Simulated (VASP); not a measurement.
A run of VASP 6.6.1 is set up as follows.

Contents of INCAR:

```
SYSTEM = ZnGe3
  PREC = Accurate
  ENCUT = 520
  EDIFF = 1E-6
  ISMEAR = 0
  SIGMA = 0.1
  LREAL = .False.
  LASPH = .True.
  NELM = 100
  ALGO = Normal
  ISIF = 2
  LWAVE = .False.
  LCHARG = .True.
  GGA = PE
  LELF = .True.
  LVHAR = .True.
  NBANDS = 35
```

File KPOINTS:

```
regular mesh
0
Gamma
  6 6 2
  0 0 0
```

Contents of POSCAR:

```
ZnGe3
1.0
    3.2470262100      0.0000000000      0.0000000000
   -1.6235131100      2.8120071900      0.0000000000
    0.0000000000      0.0000000000      8.3818874600
Zn Ge
1 3
Direct
    0.0000000000      0.0000000000      0.0000000000
    0.3333333300      0.6666666700      0.2586581500
    0.0000000000      0.0000000000      0.5000000000
    0.3333333300      0.6666666700      0.7413418500
```

Potentials or basis: VASP PAW PBE potentials, release 64 (Zn, Ge_d).

Launch:

```sh
$ cat potpaw_PBE.64/Zn/POTCAR potpaw_PBE.64/Ge_d/POTCAR > POTCAR
$ mpirun -np 1 vasp_std > vasp.out
```

**Question.** Estimate the pressure.

**Answer.** 0.3 GPa.

**Question.** Estimate the band gap on the k mesh.

**Answer.** Zero (bands 27 and 28 overlap by 5.84 eV).

**Question.** Estimate the largest force.

**Answer.** 0.664 eV/Å.

Forces on the atoms (eV/Å):
```
Zn   0.000  0.000  0.000
Ge   0.000  0.000 -0.664
Ge   0.000  0.000  0.000
Ge   0.000  0.000  0.664
```

Caveat: the k points lie up to 0.37 Å⁻¹ apart, too coarse for converged energies and pressures of a metal.
